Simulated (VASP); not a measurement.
# GaN (P6_3/mmc) in VASP: a series of runs

The runs below take GaN through single point, with r2SCAN.

Everything below comes from runs of VASP 6.6.1. Logs are shortened: lines on timing, memory, paths and dates and some standing lists are left out, and cuts for length are marked.

### 1 The cell of the first run

The structure is hexagonal, space group P6_3/mmc (No. 194). Conventional cell: a = 3.295 Å, b = 3.295 Å, c = 4.773 Å, α = 90.00°, β = 90.00°, γ = 120.00°. Ga (site symmetry -6m2) has 5 N at 1.90 to 2.39 Å within 2.5 Å. Within 2.5 Å of N (site symmetry -6m2) lie 5 Ga at 1.90 to 2.39 Å.

### 2 Single point, r2SCAN

File POSCAR:

```
GaN
1.0
    3.2950703883      0.0000000000      0.0000000000
   -1.6475351942      2.8536146635      0.0000000000
    0.0000000000      0.0000000000      4.7726300389
Ga N
2 2
Direct
    0.3333333333      0.6666666667      0.2500000000
    0.6666666667      0.3333333333      0.7500000000
    0.3333333333      0.6666666667      0.7500000000
    0.6666666667      0.3333333333      0.2500000000
```

File INCAR.step1:

```
PREC     = Accurate       # precision mode
ENCUT    = 520            # plane-wave cutoff, eV
ISMEAR   = 0              # smearing method
SIGMA    = 0.1            # smearing width, eV
LREAL    = F              # projectors in reciprocal space
LASPH    = T              # aspherical terms in the spheres
NELM     = 80             # most SCF steps
NBANDS   = 26             # bands
GGA      = PE             # functional
ALGO     = Normal         # electronic algorithm
EDIFF    = 1E-4           # SCF threshold, eV
LWAVE    = T              # write WAVECAR
LCHARG   = F              # write CHGCAR
```

File INCAR.step2:

```
PREC     = Accurate       # precision mode
ENCUT    = 520            # plane-wave cutoff, eV
EDIFF    = 1E-7           # SCF threshold, eV
ISMEAR   = 0              # smearing method
SIGMA    = 0.1            # smearing width, eV
LREAL    = F              # projectors in reciprocal space
LASPH    = T              # aspherical terms in the spheres
NELM     = 80             # most SCF steps
ALGO     = Normal         # electronic algorithm
ISIF     = 2              # what is computed and relaxed
LWAVE    = F              # write WAVECAR
LCHARG   = F              # write CHGCAR
METAGGA  = R2SCAN         # meta-GGA
LMIXTAU  = T            
NBANDS   = 26             # bands
ISTART   = 1
```

File KPOINTS:

```
regular mesh
0
Gamma
  12 12 4
```

Potentials or basis: VASP PAW PBE potentials, release 64 (Ga_d, N).

Launch:

```console
$ cat potpaw_PBE.64/Ga_d/POTCAR potpaw_PBE.64/N/POTCAR > POTCAR
$ cp INCAR.step1 INCAR
$ mpirun -np 1 vasp_std > vasp.out
$ cp INCAR.step2 INCAR
$ mpirun -np 1 vasp_std > vasp.out
```

OUTCAR:

```text
PREC = Accurate
   ENCUT = 520
   EDIFF = 1E-7
   ISMEAR = 0
   LREAL = F
   LASPH = T
   NELM = 80
   ISIF = 2
   METAGGA = R2SCAN
   ISTART = 1

 ion  position               nearest neighbor table
   1  0.333  0.667  0.250-   4 1.90   4 1.90   4 1.90
   2  0.667  0.333  0.750-   3 1.90   3 1.90   3 1.90
   3  0.333  0.667  0.750-   2 1.90   2 1.90   2 1.90
   4  0.667  0.333  0.250-   1 1.90   1 1.90   1 1.90

  LATTYP: Found a hexagonal cell.
 ALAT       =     3.2950703883
 C/A-ratio  =     1.4484152010

  Lattice vectors:

 A1 = (   3.2950703883,   0.0000000000,   0.0000000000)
 A2 = (  -1.6475351942,   2.8536146635,   0.0000000000)
 A3 = (   0.0000000000,   0.0000000000,   4.7726300389)

Analysis of symmetry for initial positions (statically):
=====================================================================
 Subroutine PRICEL returns:
 Original cell was already a primitive cell.

 Routine SETGRP: Setting up the symmetry group for a
 hexagonal supercell.

 Subroutine GETGRP returns: Found 24 space group operations
 (whereof 12 operations were pure point group operations)
 out of a pool of 24 trial point group operations.

The static configuration has the point symmetry D_3d.
 The point group associated with its full space group is D_6h.

Analysis of symmetry for dynamics (positions and initial velocities):
=====================================================================
 Subroutine PRICEL returns:
 Original cell was already a primitive cell.

 Routine SETGRP: Setting up the symmetry group for a
 hexagonal supercell.

 Subroutine GETGRP returns: Found 24 space group operations
 (whereof 12 operations were pure point group operations)
 out of a pool of 24 trial point group operations.

The dynamic configuration has the point symmetry D_3d.
 The point group associated with its full space group is D_6h.

 Subroutine INISYM returns: Found 24 space group operations
 (whereof 12 operations are pure point group operations),
 and found     1 'primitive' translations

----------------------------------------------------------------------------------------

                                     Primitive cell

  volume of cell :      44.8764

  direct lattice vectors                    reciprocal lattice vectors
     3.295070388  0.000000000  0.000000000     0.303483654  0.175216369  0.000000000
    -1.647535194  2.853614664  0.000000000     0.000000000  0.350432738  0.000000000
     0.000000000  0.000000000  4.772630039     0.000000000  0.000000000  0.209528078

  length of vectors
     3.295070388  3.295070388  4.772630039     0.350432738  0.350432738  0.209528078

  position of ions in fractional coordinates (direct lattice)
     0.333333333  0.666666667  0.250000000
     0.666666667  0.333333333  0.750000000
     0.333333333  0.666666667  0.750000000
     0.666666667  0.333333333  0.250000000

  ion indices of the primitive-cell ions
   primitive index   ion index
                 1           1
                 2           2
                 3           3
                 4           4

----------------------------------------------------------------------------------------

 KPOINTS: regular mesh

Automatic generation of k-mesh.
 Grid dimensions read from file:
 generate k-points for:   12   12    4

 Generating k-lattice:

  Cartesian coordinates                     Fractional coordinates (reciprocal lattice)
     0.025290304  0.014601364  0.000000000     0.083333333  0.000000000  0.000000000
     0.000000000  0.029202728  0.000000000     0.000000000  0.083333333  0.000000000
     0.000000000  0.000000000  0.052382020     0.000000000  0.000000000  0.250000000

  Length of vectors
     0.029202728  0.029202728  0.052382020

  Shift w.r.t. Gamma in fractional coordinates (k-lattice)
     0.000000000  0.000000000  0.000000000

 Subroutine IBZKPT returns following result:
 ===========================================

 Found     57 irreducible k-points:

 Following reciprocal coordinates:
            Coordinates               Weight
  0.000000  0.000000  0.000000      1.000000
  0.083333  0.000000  0.000000      6.000000
  0.166667 -0.000000  0.000000      6.000000
  0.250000 -0.000000  0.000000      6.000000
  0.333333  0.000000  0.000000      6.000000
  0.416667 -0.000000  0.000000      6.000000
[... 16 lines left out ...]
  0.250000 -0.000000  0.250000     12.000000
  0.333333  0.000000  0.250000     12.000000
 [... further k-points ...]
   k-points           NKPTS =     57   k-points in BZ     NKDIM =     57   number of bands    NBANDS=     26
   number of dos      NEDOS =    301   number of ions     NIONS =      4
   total plane-waves  NPLWV =  28224
   dimension x,y,z NGX =    28 NGY =   28 NGZ =   36
   dimension x,y,z NGXF=    56 NGYF=   56 NGZF=   72
   ions per type =               2   2
   NGX,Y,Z   is equivalent  to a cutoff of  14.13, 14.13, 12.54 a.u.
   NGXF,Y,Z  is equivalent  to a cutoff of  28.25, 28.25, 25.08 a.u.
 SYSTEM =  unknown system
   PREC   = accura    normal or accurate (medium, high low for compatibility)
   ISTART =      1    job   : 0-new  1-cont  2-samecut
   ICHARG =      0    charge: 1-file 2-atom 10-const
   ISPIN  =      1    spin polarized calculation?
   LNONCOLLINEAR =      F non collinear calculations
   LSORBIT =      F    spin-orbit coupling
   LASPH  =      T    aspherical Exc in radial PAW
   ENCUT  =  520.0 eV  38.22 Ry    6.18 a.u.   6.13  6.13  8.87*2*pi/ulx,y,z
   NELM   =     80;   NELMIN=  2; NELMDL=  0     # of ELM steps
   EDIFF  = 0.1E-06   stopping-criterion for ELM
   LREAL  =      F    real-space projection
   EDIFFG = 0.1E-05   stopping-criterion for IOM
   NSW    =      0    number of steps for IOM
   IBRION =     -1    ionic relax: 0-MD 1-quasi-New 2-CG
   NFREE  =      0    steps in history (QN), initial steepest desc. (CG)
   ISIF   =      2    stress and relaxation
   ISYM   =      2    0-nonsym 1-usesym 2-fastsym
   POTIM  = 0.5000    time-step for ionic-motion
   TEBEG  =    0.0;   TEEND  =   0.0 temperature during run
   PSTRESS=    0.0 pullay stress
   NELECT =      36.0000    total number of electrons
   NUPDOWN=      -1.0000    fix difference up-down
   EMIN   =  10.00;   EMAX   =-10.00  energy-range for DOS
   EFERMI =   0.00;   METHOD = LEGACY
   ISMEAR =     0;   SIGMA  =   0.10  broadening in eV -4-tet -1-fermi 0-gaus
   EFERMI_NEDOS =   21; number of points for ismear=-14 and -15
   IALGO  =     38    algorithm
   IMIX   =      4    mixing-type and parameters
     AMIX     =   0.40;   BMIX     =  1.00
     AMIX_MAG =   1.60;   BMIX_MAG =  1.00
  volume/ion in A,a.u.               =      11.22        75.71
  Fermi-wavevector in a.u.,A,eV,Ry     =   1.521142  2.874541 31.482150  2.313873
  Thomas-Fermi vector in A             =   2.629897
   LORBIT       =      0    0 simple, 1 ext, 2 COOP (PROOUT), +10 PAW based schemes
   METAGGA = R2SCAN    functional components
   LHFCALC =     F    Hartree Fock is set to
   AEXX    =    0.0000 exact exchange contribution
   IVDW    =     0    specifies the selected vdW correction
   LEPSILON=     F    determine dielectric tensor
   LRPA    =     F    only Hartree local field effects (RPA)
 non-spin polarized calculation
 Gauss-broadening in eV      SIGMA  =   0.10
  energy-cutoff  :      520.00
  volume of cell :       44.88
 maximum number of plane-waves:      1232
 NGX is ok and might be reduce to    28
   NGX = 13   NGY = 13   NGZ = 17

 number of electron      35.9999989 magnetization

 Free energy of the ion-electron system (eV)
  ---------------------------------------------------
  ext. energy  EPLUGINS =         0.00000000
  ---------------------------------------------------
  free energy    TOTEN  =       -42.82163226 eV

  energy without entropy =      -42.82163226  energy(sigma->0) =      -42.82163226

 E-fermi :   6.2925     XC(G=0): -12.7785

 val. band max:        5.8562997111   @ k =   0.0000   0.0000   0.0000
 cond. band min:       7.7381420235   @ k =   0.0000   0.0000   0.0000
 fundamental gap:      1.8818423124
 Fermi energy:         6.2924766888

 k-point     1 :       0.0000    0.0000    0.0000
  band No.  band energies     occupation
      1     -11.6587      2.00000
      2     -10.6323      2.00000
      3      -8.7269      2.00000
      4      -8.7269      2.00000
      5      -8.7201      2.00000
      6      -8.7200      2.00000
[... 18 lines left out ...]
     25      16.9592      0.00000
     26      19.2245      0.00000

 k-point     2 :       0.0833    0.0000    0.0000
  band No.  band energies     occupation
      1     -11.5882      2.00000
      2     -10.6058      2.00000
      3      -8.7287      2.00000
      4      -8.7124      2.00000
      5      -8.7094      2.00000
      6      -8.7034      2.00000
[... 18 lines left out ...]
     25      17.2167      0.00000
     26      18.4927      0.00000

 k-point     3 :       0.1667   -0.0000    0.0000
  band No.  band energies     occupation
      1     -11.3919      2.00000
      2     -10.5376      2.00000
      3      -8.7221      2.00000
      4      -8.6850      2.00000
      5      -8.6626      2.00000
      6      -8.6557      2.00000
[... 18 lines left out ...]
     25      17.3468      0.00000
     26      17.9308      0.00000

 k-point     4 :       0.2500   -0.0000    0.0000
  band No.  band energies     occupation
      1     -11.1178      2.00000
      2     -10.4556      2.00000
      3      -8.6931      2.00000
      4      -8.6291      2.00000
      5      -8.5997      2.00000
      6      -8.5863      2.00000
[... 18 lines left out ...]
     25      17.3283      0.00000
     26      18.9696      0.00000
[... 496 lines left out ...]
      1     -11.1963      2.00000
      2     -10.5770      2.00000
      3      -8.7286      2.00000
      4      -8.7005      2.00000
      5      -8.6798      2.00000
      6      -8.6693      2.00000
[... 18 lines left out ...]
     25      16.6378      0.00000
     26      17.1969      0.00000

 k-point    23 :       0.2500   -0.0000    0.2500
  band No.  band energies     occupation
      1     -10.9458      2.00000
      2     -10.4697      2.00000
      3      -8.7001      2.00000
      4      -8.6553      2.00000
      5      -8.6206      2.00000
      6      -8.6041      2.00000
[... 18 lines left out ...]
     25      17.1290      0.00000
     26      18.0863      0.00000

 k-point    24 :       0.3333    0.0000    0.2500
  band No.  band energies     occupation
      1     -10.7030      2.00000
      2     -10.3800      2.00000
      3      -8.6764      2.00000
      4      -8.6181      2.00000
      5      -8.5715      2.00000
      6      -8.5606      2.00000
[... 18 lines left out ...]
     25      18.2047      0.00000
     26      18.8710      0.00000

 [... further k-points ...]

------------------------ aborting loop because EDIFF is reached ----------------------------------------

  FORCE on cell =-STRESS in cart. coord.  units (eV):
  Direction    XX          YY          ZZ          XY          YZ          ZX
  --------------------------------------------------------------------------------------
  -------------------------------------------------------------------------------------
  Total        0.5480274      0.5480274     -0.0571608     -0.0000000     -0.0000000     -0.0000000
  in kB       19.5656854     19.5656854     -2.0407576     -0.0000000     -0.0000000     -0.0000000
  external PRESSURE =      12.3635377 kB  Pullay stress =       0.0000000 kB

 VOLUME and BASIS-vectors are now :
 -----------------------------------------------------------------------------
  energy-cutoff  :      520.00
  volume of cell :       44.88
      direct lattice vectors                 reciprocal lattice vectors
     3.295070388  0.000000000  0.000000000     0.303483654  0.175216369  0.000000000
    -1.647535194  2.853614664  0.000000000     0.000000000  0.350432738  0.000000000
     0.000000000  0.000000000  4.772630039     0.000000000  0.000000000  0.209528078

 POSITION                                       TOTAL-FORCE (eV/Angst)
 -----------------------------------------------------------------------------------
     -0.00000      1.90241      1.19316         0.000000     -0.000000      0.000000
      1.64754      0.95120      3.57947        -0.000000      0.000000      0.000000
     -0.00000      1.90241      3.57947        -0.000000      0.000000     -0.000000
      1.64754      0.95120      1.19316        -0.000000     -0.000000     -0.000000
 -----------------------------------------------------------------------------------
    total drift:                                0.000000     -0.000000     -0.000000

  FREE ENERGIE OF THE ION-ELECTRON SYSTEM (eV)
  ---------------------------------------------------
  free  energy   TOTEN  =       -42.8216322613 eV

  energy  without entropy=      -42.8216322613  energy(sigma->0) =      -42.82163226
```

Run time: 2.4 min. Hardware: 1 thread of Intel Xeon Platinum 8488C (Sapphire Rapids), shared host; peak memory 0.2 GiB.

What came out:

```
Free energy            : -42.8216 eV
Pressure               : 1.2 GPa
Band gap on the k mesh : 1.88 eV
```

Stress tensor (GPa, compression positive):
```
 1.96  0.00  0.00
 0.00  1.96  0.00
 0.00  0.00 -0.20
```

Caveat: the PAW data sets were made with another functional, which shifts forces and pressure a little.

### 3 Single point, r2SCAN

File POSCAR:

```
GaN
1.0
    3.3001942734      0.0000000000      0.0000000000
   -1.6500971367      2.8580520781      0.0000000000
    0.0000000000      0.0000000000      4.7556500668
Ga N
2 2
Direct
    0.3333333333      0.6666666667      0.2500000000
    0.6666666667      0.3333333333      0.7500000000
    0.3333333333      0.6666666667      0.7500000000
    0.6666666667      0.3333333333      0.2500000000
```

File INCAR.step1:

```
PREC = Accurate ; ENCUT = 520
ISMEAR = 0 ; SIGMA = 0.02
LREAL = False ; LASPH = True
NELM = 100 ; NBANDS = 26
GGA = PE ; ALGO = Normal
EDIFF = 1E-4 ; LWAVE = True
LCHARG = False
```

File INCAR.step2:

```
PREC = Accurate ; ENCUT = 520
EDIFF = 1E-6 ; ISMEAR = 0
SIGMA = 0.02 ; LREAL = False
LASPH = True ; NELM = 100
ALGO = Normal ; ISIF = 2
LWAVE = False ; LCHARG = False
METAGGA = R2SCAN ; LMIXTAU = True
NBANDS = 26 ; ISTART = 1
```

File KPOINTS:

```
regular mesh
0
Gamma
  12 12 6
```

Potentials or basis: VASP PAW PBE potentials, release 64 (Ga_d, N).

Launch:

```console
$ cat potpaw_PBE.64/Ga_d/POTCAR potpaw_PBE.64/N/POTCAR > POTCAR
$ cp INCAR.step1 INCAR
$ mpirun -np 1 vasp_std > vasp.out
$ cp INCAR.step2 INCAR
$ mpirun -np 1 vasp_std > vasp.out
```

It took 2.9 min on 1 thread of Intel Xeon Platinum 8488C (Sapphire Rapids), shared host; peak memory 0.22 GiB.

Results (log left out):

```
Free energy            : -42.8230 eV
Pressure               : 0.9 GPa
Band gap on the k mesh : 1.88 eV
```

Stress tensor (GPa, compression positive):
```
 1.43  0.00  0.00
 0.00  1.43  0.00
 0.00  0.00 -0.08
```

Levels at points of the mesh, in eV from the valence-band top:
| k point | band 15 | band 16 | band 17 | band 18 | band 19 | band 20 | band 21 | band 22 |
| --- | --- | --- | --- | --- | --- | --- | --- | --- |
| (0.00, 0.00, 0.00) | -2.12 | -0.92 | -0.92 | 0.00 | 1.88 | 2.56 | 8.95 | 8.95 |
| (0.50, 0.00, 0.00) | -4.09 | -4.05 | -2.19 | -1.97 | 3.80 | 5.58 | 7.18 | 8.83 |
| (0.00, 0.00, 0.50) | -1.51 | -1.51 | -1.51 | -1.51 | 4.05 | 4.05 | 8.60 | 8.60 |
| (0.50, 0.00, 0.50) | -3.20 | -3.20 | -1.21 | -1.21 | 4.82 | 4.82 | 6.94 | 6.94 |

Caveat: the PAW data sets were made with another functional, which shifts forces and pressure a little.
